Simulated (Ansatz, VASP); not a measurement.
# One calculation of LiBr, two programs

```xyz
2
Lattice="0.0000 2.7544 2.7544 2.7544 0.0000 2.7544 2.7544 2.7544 0.0000" Properties=species:S:1:pos:R:3 pbc="T T T"
Li    0.0000    0.0000    0.0000
Br    2.7544    2.7544    2.7544
```

Alike in both runs: functional PBE; k mesh 8 × 8 × 8; occupations gaussian, width 0.02 eV; no spin polarisation.

Ansatz relaxed the structure, and its values are those at the end. VASP's run is a single point on that final structure, the one shown.

|  | VASP | Ansatz |
| --- | --- | --- |
| version | VASP 6.6.1 | Ansatz 0.2.0 |
| potentials or method | VASP PAW PBE potentials, release 64 (Li_sv, Br), cutoff 750 eV | scalar-relativistic, plane waves, PAW |
| valence electrons in the cell | 10 | 10 |

```csv
,VASP,Ansatz,Ansatz less VASP
gap on the k mesh at the Fermi level (eV),4.92,4.92,-0.004
least direct gap on the mesh (eV),4.92,4.92,-0.004
pressure (GPa),0.0,0.0,+0.05
```
